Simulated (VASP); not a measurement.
KBr:

```
Br K
1.0
     4.04350    0.00000    0.00000
     0.00000    4.04350    0.00000
     0.00000    0.00000    4.04350
Br K
1 1
Cartesian
  2.0217 2.0217 2.0217
  0.0000 0.0000 0.0000
```

Base run:

```yaml
Program: VASP 6.6.1
Functional: RPBE
Potentials_or_basis: VASP PAW PBE potentials, release 64 (Br, K_sv)
Cutoff: 520 eV
k_mesh: 7 × 7 × 7
Occupations: gaussian, width 0.02 eV
Spin: no spin polarisation
```

Its results: band gap on the k mesh 4.20 eV, indirect (least direct gap 4.43 eV); pressure 1.5 GPa.

Q: The run is repeated on the same cell with these changes: functional from RPBE to PBE; occupations from gaussian, width 0.02 eV to fermi-dirac, width 0.05 eV. What comes out?

A: Band gap on the k mesh 3.89 eV, indirect (least direct gap 4.12 eV); pressure -0.1 GPa.

Caveats: the PAW data sets were made with another functional, which shifts forces and pressure a little (some runs).

A k mesh can miss the band edges.
